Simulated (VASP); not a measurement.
# ScV2WS2 (P-3m1) in VASP: single point with PBE

Aim: the single point of ScV2WS2 with PBE.

All numbers are computed with VASP 6.6.1; they aren't measurements. Logs are shortened: lines on timing, memory, paths and dates and some standing lists are left out, and cuts for length are marked.

## Step 1: The cell of the first run

The structure is trigonal, space group P-3m1 (No. 164). Conventional cell: a = 4.091 Å, b = 4.091 Å, c = 6.797 Å, α = 90.00°, β = 90.00°, γ = 120.00°. Sc (site symmetry -3m) has 6 V at 2.60 Å and 6 S at 2.84 Å and 2 W at 3.40 Å within 3.4 Å. Within 3.4 Å of V (site symmetry 3m) lie 4 S at 2.41 to 2.66 Å and 3 Sc at 2.60 Å and 3 V at 3.20 Å and 3 W at 3.31 Å. Within 3.9 Å of W (site symmetry -3m) lie 6 S at 2.98 Å and 6 V at 3.31 Å and 2 Sc at 3.40 Å. Within 3.2 Å of S (site symmetry 3m) lie 4 V at 2.41 to 2.66 Å and 3 Sc at 2.84 Å and 3 W at 2.98 Å.

The cell was built from a structure type or drawn by symmetry, and may not be a known phase.

## Step 2: Single point, PBE, collinear spin, ferromagnetic start

File INCAR:

```
  ALGO = Normal
  EDIFF = 1E-6
  ENCUT = 520
  GGA = PE
  ISIF = 2
  ISMEAR = 0
  ISPIN = 2
  LASPH = True
  LCHARG = False
  LMAXMIX = 4
  LORBIT = 11
  LREAL = False
  LWAVE = False
  MAGMOM = 0 2 2 0 0 0
  NBANDS = 44
  NELM = 150
  PREC = Accurate
  SIGMA = 0.1
```

File KPOINTS:

```
k-points
0
Gamma
  6 6 4
```

File POSCAR:

```
ScV2WS2
1.0
    4.0910677500      0.0000000000      0.0000000000
   -2.0455338800      3.5429686000      0.0000000000
    0.0000000000      0.0000000000      6.7967852000
Sc V W S
1 2 1 2
Direct
    0.0000000000      0.0000000000      0.5000000000
    0.6666666700      0.3333333300      0.6592910300
    0.3333333300      0.6666666700      0.3407089700
    0.0000000000      0.0000000000      0.0000000000
    0.6666666700      0.3333333300      0.2673510000
    0.3333333300      0.6666666700      0.7326490000
```

Potentials or basis: VASP PAW PBE potentials, release 64 (Sc_sv, V_sv, W_sv, S).

Command:

```
cat potpaw_PBE.64/Sc_sv/POTCAR potpaw_PBE.64/V_sv/POTCAR potpaw_PBE.64/W_sv/POTCAR potpaw_PBE.64/S/POTCAR > POTCAR
mpirun -np 1 vasp_std > vasp.out
```

OUTCAR:

```text
EDIFF = 1E-6
   ENCUT = 520
   GGA = PE
   ISIF = 2
   ISMEAR = 0
   ISPIN = 2
   LASPH = True
   LORBIT = 11
   LREAL = False
   NELM = 150
   PREC = Accurate

 ion  position               nearest neighbor table
   1  0.000  0.000  0.500-   2 2.60   3 2.60   2 2.60   3 2.60   2 2.60   3 2.60   5 2.84   6 2.84
                             5 2.84   6 2.84   6 2.84   5 2.84   4 3.40   4 3.40
   2  0.667  0.333  0.659-   6 2.41   6 2.41   6 2.41   1 2.60   1 2.60   1 2.60   5 2.66
   3  0.333  0.667  0.341-   5 2.41   5 2.41   5 2.41   1 2.60   1 2.60   1 2.60   6 2.66
   4  0.000  0.000  0.000-   5 2.98   6 2.98   5 2.98   6 2.98   5 2.98   6 2.98   1 3.40   1 3.40

   5  0.667  0.333  0.267-   3 2.41   3 2.41   3 2.41   2 2.66   1 2.84   1 2.84   1 2.84   4 2.98
                             4 2.98   4 2.98
   6  0.333  0.667  0.733-   2 2.41   2 2.41   2 2.41   3 2.66   1 2.84   1 2.84   1 2.84   4 2.98
                             4 2.98   4 2.98

  LATTYP: Found a hexagonal cell.
 ALAT       =     4.0910677500
 C/A-ratio  =     1.6613719487

  Lattice vectors:

 A1 = (   4.0910677500,   0.0000000000,   0.0000000000)
 A2 = (  -2.0455338800,   3.5429686000,   0.0000000000)
 A3 = (   0.0000000000,   0.0000000000,   6.7967852000)

Analysis of symmetry for initial positions (statically):
=====================================================================
 Subroutine PRICEL returns:
 Original cell was already a primitive cell.

 Routine SETGRP: Setting up the symmetry group for a
 hexagonal supercell.

 Subroutine GETGRP returns: Found 12 space group operations
 (whereof 12 operations were pure point group operations)
 out of a pool of 24 trial point group operations.

The static configuration has the point symmetry D_3d.

Analysis of symmetry for dynamics (positions and initial velocities):
=====================================================================
 Subroutine PRICEL returns:
 Original cell was already a primitive cell.

 Routine SETGRP: Setting up the symmetry group for a
 hexagonal supercell.

 Subroutine GETGRP returns: Found 12 space group operations
 (whereof 12 operations were pure point group operations)
 out of a pool of 24 trial point group operations.

The dynamic configuration has the point symmetry D_3d.

Analysis of structural, dynamic, and magnetic symmetry:
=====================================================================
 Subroutine PRICEL returns:
 Original cell was already a primitive cell.

 Routine SETGRP: Setting up the symmetry group for a
 hexagonal supercell.

 Subroutine GETGRP returns: Found 12 space group operations
 (whereof 12 operations were pure point group operations)
 out of a pool of 24 trial point group operations.

The overall configuration has the point symmetry D_3d.

 Subroutine INISYM returns: Found 12 space group operations
 (whereof 12 operations are pure point group operations),
 and found     1 'primitive' translations

----------------------------------------------------------------------------------------

                                     Primitive cell

  volume of cell :      98.5162

  direct lattice vectors                    reciprocal lattice vectors
     4.091067750  0.000000000  0.000000000     0.244434964  0.141124593  0.000000000
    -2.045533880  3.542968600  0.000000000     0.000000000  0.282249185  0.000000000
     0.000000000  0.000000000  6.796785200     0.000000000  0.000000000  0.147128381

  length of vectors
     4.091067750  4.091067752  6.796785200     0.282249185  0.282249185  0.147128381

  position of ions in fractional coordinates (direct lattice)
     0.000000000  0.000000000  0.500000000
     0.666666670  0.333333330  0.659291030
     0.333333330  0.666666670  0.340708970
     0.000000000  0.000000000  0.000000000
     0.666666670  0.333333330  0.267351000
     0.333333330  0.666666670  0.732649000

[... 33 lines left out ...]
 Found     24 irreducible k-points:

 Following reciprocal coordinates:
            Coordinates               Weight
  0.000000  0.000000  0.000000      1.000000
  0.166667  0.000000  0.000000      6.000000
  0.333333 -0.000000  0.000000      6.000000
  0.500000  0.000000  0.000000      3.000000
  0.166667  0.166667  0.000000      6.000000
  0.333333  0.166667  0.000000     12.000000
[... 16 lines left out ...]
  0.333333  0.166667  0.500000     12.000000
  0.333333  0.333333  0.500000      2.000000
   k-points           NKPTS =     24   k-points in BZ     NKDIM =     24   number of bands    NBANDS=     44
   number of dos      NEDOS =    301   number of ions     NIONS =      6
   total plane-waves  NPLWV =  48600
   dimension x,y,z NGX =    30 NGY =   30 NGZ =   54
   dimension x,y,z NGXF=    60 NGYF=   60 NGZF=  108
   ions per type =               1   2   1   2
   NGX,Y,Z   is equivalent  to a cutoff of  12.19, 12.19, 13.21 a.u.
   NGXF,Y,Z  is equivalent  to a cutoff of  24.38, 24.38, 26.42 a.u.
 SYSTEM =  unknown system
   PREC   = accura    normal or accurate (medium, high low for compatibility)
   ISTART =      0    job   : 0-new  1-cont  2-samecut
   ICHARG =      2    charge: 1-file 2-atom 10-const
   ISPIN  =      2    spin polarized calculation?
   LNONCOLLINEAR =      F non collinear calculations
   LSORBIT =      F    spin-orbit coupling
   LASPH  =      T    aspherical Exc in radial PAW
   ENCUT  =  520.0 eV  38.22 Ry    6.18 a.u.   7.61  7.61 12.64*2*pi/ulx,y,z
   NELM   =    150;   NELMIN=  2; NELMDL= -5     # of ELM steps
   EDIFF  = 0.1E-05   stopping-criterion for ELM
   LREAL  =      F    real-space projection
   EDIFFG = 0.1E-04   stopping-criterion for IOM
   NSW    =      0    number of steps for IOM
   IBRION =     -1    ionic relax: 0-MD 1-quasi-New 2-CG
   NFREE  =      0    steps in history (QN), initial steepest desc. (CG)
   ISIF   =      2    stress and relaxation
   ISYM   =      2    0-nonsym 1-usesym 2-fastsym
   POTIM  = 0.5000    time-step for ionic-motion
   TEBEG  =    0.0;   TEEND  =   0.0 temperature during run
   PSTRESS=    0.0 pullay stress
   NELECT =      63.0000    total number of electrons
   NUPDOWN=      -1.0000    fix difference up-down
   EMIN   =  10.00;   EMAX   =-10.00  energy-range for DOS
   EFERMI =   0.00;   METHOD = LEGACY
   ISMEAR =     0;   SIGMA  =   0.10  broadening in eV -4-tet -1-fermi 0-gaus
   EFERMI_NEDOS =   21; number of points for ismear=-14 and -15
   IALGO  =     38    algorithm
   IMIX   =      4    mixing-type and parameters
     AMIX     =   0.40;   BMIX     =  1.00
     AMIX_MAG =   1.60;   BMIX_MAG =  1.00
  volume/ion in A,a.u.               =      16.42       110.80
  Fermi-wavevector in a.u.,A,eV,Ry     =   1.410433  2.665332 27.066365  1.989322
  Thomas-Fermi vector in A             =   2.532387
   LORBIT       =     11    0 simple, 1 ext, 2 COOP (PROOUT), +10 PAW based schemes
   GGA     = PE    functional components
   LHFCALC =     F    Hartree Fock is set to
   AEXX    =    0.0000 exact exchange contribution
   IVDW    =     0    specifies the selected vdW correction
   LEPSILON=     F    determine dielectric tensor
   LRPA    =     F    only Hartree local field effects (RPA)
 spin polarized calculation
 Gauss-broadening in eV      SIGMA  =   0.10
  energy-cutoff  :      520.00
  volume of cell :       98.52
 maximum number of plane-waves:      2695
   NGX = 15   NGY = 15   NGZ = 25

 number of electron      62.9999991 magnetization       0.0019520

 Free energy of the ion-electron system (eV)
  ---------------------------------------------------
  ext. energy  EPLUGINS =         0.00000000
  ---------------------------------------------------
  free energy    TOTEN  =       -42.52550980 eV

  energy without entropy =      -42.48654439  energy(sigma->0) =      -42.50602709

 E-fermi :   8.6008     XC(G=0): -11.6787

 val. band max:        8.5970293876   @ k =   0.1667   0.0000   0.5000
 cond. band min:       8.6135016692   @ k =   0.5000   0.0000   0.0000
 fundamental gap:      0.0164722816
 Fermi energy:         8.6008323634

 spin component 1

 k-point     1 :       0.0000    0.0000    0.0000
  band No.  band energies     occupation
      1     -66.2252      1.00000
      2     -55.4528      1.00000
      3     -55.4409      1.00000
      4     -39.9290      1.00000
      5     -30.3440      1.00000
      6     -30.3434      1.00000
[... 1093 lines left out ...]
     42      11.0911      0.00000
     43      11.6438      0.00000
 Fermi energy:         8.6008323634

 spin component 2

 k-point     1 :       0.0000    0.0000    0.0000
  band No.  band energies     occupation
      1     -66.2264      1.00000
      2     -55.4511      1.00000
      3     -55.4392      1.00000
      4     -39.9288      1.00000
      5     -30.3452      1.00000
      6     -30.3450      1.00000
[... 1093 lines left out ...]
     42      11.0910      0.00000
     43      11.6442      0.00000
 [bands above 43 left out]

------------------------ aborting loop because EDIFF is reached ----------------------------------------

  FORCE on cell =-STRESS in cart. coord.  units (eV):
  Direction    XX          YY          ZZ          XY          YZ          ZX
  --------------------------------------------------------------------------------------
  -------------------------------------------------------------------------------------
  Total       -4.4589369     -4.4589369    -12.1254311      0.0000000     -0.0000000     -0.0000000
  in kB      -72.5160921    -72.5160921   -197.1969757      0.0000001     -0.0000000     -0.0000000
  external PRESSURE =    -114.0763866 kB  Pullay stress =       0.0000000 kB

 VOLUME and BASIS-vectors are now :
 -----------------------------------------------------------------------------
  energy-cutoff  :      520.00
  volume of cell :       98.52
      direct lattice vectors                 reciprocal lattice vectors
     4.091067750  0.000000000  0.000000000     0.244434964  0.141124593  0.000000000
    -2.045533880  3.542968600  0.000000000     0.000000000  0.282249185  0.000000000
     0.000000000  0.000000000  6.796785200     0.000000000  0.000000000  0.147128381

 POSITION                                       TOTAL-FORCE (eV/Angst)
 -----------------------------------------------------------------------------------
      0.00000      0.00000      3.39839         0.000000      0.000000      0.000000
      2.04553      1.18099      4.48106        -0.000000      0.000000      1.352970
     -0.00000      2.36198      2.31573         0.000000     -0.000000     -1.352970
      0.00000      0.00000      0.00000         0.000000      0.000000      0.000000
      2.04553      1.18099      1.81713        -0.000000     -0.000000      0.632409
     -0.00000      2.36198      4.97966         0.000000      0.000000     -0.632409
 -----------------------------------------------------------------------------------
    total drift:                               -0.000000      0.000000      0.000000

  FREE ENERGIE OF THE ION-ELECTRON SYSTEM (eV)
  ---------------------------------------------------
  free  energy   TOTEN  =       -42.5255097978 eV

  energy  without entropy=      -42.4865443887  energy(sigma->0) =      -42.50602709

 total charge

# of ion       s       p       d       tot
------------------------------------------
    1        2.266   6.142   1.539   9.946
    2        2.218   6.163   3.278  11.659
    3        2.218   6.163   3.278  11.659
    4        2.298   6.056   3.220  11.574
    5        1.323   2.260   0.000   3.583
    6        1.323   2.260   0.000   3.583
--------------------------------------------------
tot         11.646  29.044  11.313  52.003

 magnetization (x)

# of ion       s       p       d       tot
------------------------------------------
    1        0.000   0.000   0.000   0.000
    2        0.000   0.000   0.002   0.002
    3        0.000   0.000   0.002   0.002
    4       -0.000  -0.000  -0.002  -0.003
    5       -0.000  -0.000   0.000  -0.000
    6       -0.000  -0.000   0.000  -0.000
--------------------------------------------------
tot         -0.000   0.000   0.001   0.001
```

Wall time 2.9 min (1 thread of AMD EPYC 9R45 (Zen 5), shared host); peak memory 0.33 GiB.

What came out:

```
Free energy                                           : -42.5255 eV
Pressure                                              : -11.4 GPa
Largest force                                         : 1.353 eV/Å
Net moment                                            : 0.00 μB per cell
Valence electrons inside the program's atomic spheres : Sc 9.95; V 11.66; W 11.57; S 3.58
```

Forces on the atoms (eV/Å):
```
Sc   0.000  0.000  0.000
V    0.000  0.000  1.353
V    0.000  0.000 -1.353
W    0.000  0.000  0.000
S    0.000  0.000  0.632
S    0.000  0.000 -0.632
```

Levels at points of the mesh, in eV from the Fermi level:
Spin up:
```csv
k point,band 28,band 29,band 30,band 31,band 32,band 33,band 34,band 35,band 36,band 37
"(0.00, 0.00, 0.00)",-1.50,-0.98,-0.98,-0.18,-0.18,0.48,0.48,0.99,1.25,1.49
"(0.50, 0.00, 0.00)",-1.05,-1.01,-0.46,-0.13,0.01,0.23,0.30,0.54,0.60,1.11
"(0.00, 0.00, 0.50)",-1.41,-1.35,-0.35,-0.33,-0.33,0.32,0.42,0.42,0.75,1.57
"(0.50, 0.00, 0.50)",-1.34,-0.93,-0.68,-0.05,0.18,0.30,0.31,0.94,1.03,1.07
```
Spin down:
```csv
k point,band 28,band 29,band 30,band 31,band 32,band 33,band 34,band 35,band 36,band 37
"(0.00, 0.00, 0.00)",-1.50,-0.98,-0.98,-0.18,-0.18,0.48,0.48,0.99,1.25,1.49
"(0.50, 0.00, 0.00)",-1.04,-1.00,-0.46,-0.13,0.01,0.23,0.30,0.54,0.60,1.11
"(0.00, 0.00, 0.50)",-1.41,-1.35,-0.34,-0.33,-0.33,0.32,0.42,0.42,0.75,1.57
"(0.50, 0.00, 0.50)",-1.34,-0.93,-0.67,-0.05,0.18,0.30,0.31,0.94,1.03,1.07
```

Caveat: the cell stands under tension; spin-orbit coupling is left out, which moves the levels of the heavy elements; forces of over 1 eV/Å act on the atoms, so gaps and moduli don't describe the material at rest. With open d or f shells a metallic result of PBE can be an artefact of self-interaction; +U or a hybrid may open a gap.
